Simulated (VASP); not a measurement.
Write the native input for VASP 6.6.1 that does the following.

```yaml
Task: single point
Functional: PBE
Potentials_or_basis: VASP PAW PBE potentials, release 64 (Ti_sv, Si)
Cutoff: 520 eV
k_mesh: 2 × 2 × 2, shifted
Occupations: gaussian, width 0.02 eV
Spin: no spin polarisation
Dipole_correction: no
Further_INCAR_settings: LREAL = Auto; ALGO = Normal; EDIFF = 1e-06; NBANDS = 90
```

The structure of TiSi31 (a cell with a defect) lies in POSCAR:

```
TiSi31
1.0
   -5.4700936474     -5.4700936474     -5.4700936474
    5.4700936474      5.4700936474     -5.4700936474
    5.4700936474     -5.4700936474      5.4700936474
Ti Si
1 31
Direct
    0.5000000000      0.7500000000      0.5000000000
    0.5000000000      0.4973720289      0.7516683959
    0.2473720289      0.7500000000      0.7516683959
    0.5000000000      0.2500000000      0.0000000000
    0.2483316041      0.4983316041     -0.0042963670
    0.0000000000      0.7500000000      0.0000000000
    0.5000000000      0.0016683959      0.2473720289
    0.2483316041      0.2457036330      0.2483316041
   -0.0042963670      0.4983316041      0.2483316041
    0.7516683959      0.7500000000      0.2473720289
    0.2473720289      0.0016683959      0.5000000000
    0.0000000000      0.2500000000      0.5000000000
    0.7516683959      0.4973720289      0.5000000000
    0.0042963670      0.0026279711      0.7526279711
    0.7526279711      0.2542963670      0.7526279711
    0.7526279711      0.0026279711      0.0042963670
    0.5000000000      0.7500000000      0.7644573423
    0.5000000000      0.4987512977      0.0008053406
    0.2487512977      0.7500000000      0.0008053406
    0.5000000000      0.2508053406      0.2487512977
    0.2355426577      0.4855426577      0.2355426577
    0.0008053406      0.7500000000      0.2487512977
    0.5000000000      0.0144573423      0.5000000000
    0.2487512977      0.2508053406      0.5000000000
    0.0008053406      0.4987512977      0.5000000000
    0.7644573423      0.7500000000      0.5000000000
    0.2520540429      0.0012487023      0.7512487023
    0.9991946594      0.2491946594      0.7479459571
    0.7512487023      0.5020540429      0.7512487023
   -0.0008053406     -0.0020540429     -0.0008053406
    0.7479459571      0.2491946594     -0.0008053406
    0.7512487023      1.0012487023      0.2520540429
```

The input as run:

INCAR

```
SYSTEM = TiSi31
  PREC = Accurate
  ENCUT = 520
  EDIFF = 1E-6
  ISMEAR = 0
  SIGMA = 0.02
  LREAL = Auto
  LASPH = .TRUE.
  NELM = 80
  ALGO = Normal
  ISIF = 2
  LWAVE = .FALSE.
  LCHARG = .TRUE.
  GGA = PE
  LELF = .TRUE.
  LVHAR = .TRUE.
  NBANDS = 90
```

KPOINTS

```
Automatic mesh
0
Gamma
  2 2 2
  0.5 0.5 0.5
```

Potentials or basis: VASP PAW PBE potentials, release 64 (Ti_sv, Si).

Command:

```sh
$ cat potpaw_PBE.64/Ti_sv/POTCAR potpaw_PBE.64/Si/POTCAR > POTCAR
$ mpirun -np 1 vasp_std > vasp.out
```

It gave:

```json
{
  "Pressure": "1.2 GPa",
  "Largest force": "0.029 eV/Å",
  "Band gap on the k mesh": "0.97 eV"
}
```

Wall time 10 min on 1 thread of Intel Xeon 8259CL, on a shared host, peak memory 0.69 GiB.
